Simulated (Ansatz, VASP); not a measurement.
**Two plane-wave programs on Sb**

Contents of INCAR:

```
SYSTEM = Sb
ALGO = Normal
EDIFF = 1E-8
ENCUT = 520
GGA = PE
ISIF = 2
ISMEAR = -1
LASPH = .TRUE.
LCHARG = .FALSE.
LEFG = .TRUE.
LREAL = .FALSE.
LWAVE = .FALSE.
NBANDS = 12
NELM = 60
PREC = Accurate
SIGMA = 0.05
```

Contents of KPOINTS:

```
k-points
0
G
  12 12 7
  0 0 0
```

Contents of POSCAR:

```
Sb
1.0
    3.3463887588      0.0000000000      0.0000000000
   -1.6731943794      2.8980576760      0.0000000000
    0.0000000000      0.0000000000      5.2942271101
Sb
2
Direct
    0.3333333333      0.6666666667      0.2500000000
    0.6666666667      0.3333333333      0.7500000000
```

Input for Ansatz:

```yaml
crystal:
  lattice:
    - [3.3463887588, 0.0, 0.0]
    - [-1.6731943794, 2.898057676, 0.0]
    - [0.0, 0.0, 5.2942271101]
  atoms:
    - { symbol: Sb, position: [0.3333333333, 0.6666666667, 0.25] }
    - { symbol: Sb, position: [0.6666666667, 0.3333333333, 0.75] }
kpoints:
  mp_grid: { grid: [12, 12, 7] }
scf:
  occupations: { method: fermi_dirac, width: 0.05 }
hamiltonian:
  xc: pbe
  pseudopotentials: { kind: paw }
output:
  forces: true
  stress: true
  eigenvalues: true
  efg: { contact_densities: true }
  write_density: true
  write_potential: true
  elf: true
  volumetric_format: npy
```

Change from the starting cell: volume scaled by 0.98, PAW files.

Alike in both runs: task electric field gradients; functional PBE; k mesh 12 × 12 × 7; occupations fermi-dirac, width 0.05 eV; no spin polarisation.

```csv
,VASP,Ansatz
version,VASP 6.6.1,Ansatz 0.2.0
potentials or method,"VASP PAW PBE potentials, release 64 (Sb)","PAW with Ansatz's default frozen-core files, scalar-relativistic"
plane-wave cutoff (eV),520,420
valence electrons in the cell,10,30
```

Ansatz gave:

| Item | Value |
| --- | --- |
| pressure (GPa) | 4.6 |
| traceless stress, the component that is largest in VASP (GPa) | -0.76 |
| size of Vzz on the site where it differs most (V/Å²) | 22.0 |

**Question.** Which values does VASP return?

**Answer.** Pressure (GPa): 4.4; traceless stress, the component that is largest in VASP (GPa): -0.77; size of Vzz on the site where it differs most (V/Å²): 20.2.

VASP's potentials hold 10 valence electrons a cell and Ansatz's 30, so a difference there can come from the potentials and not from the codes.

Spin-orbit coupling is off throughout.
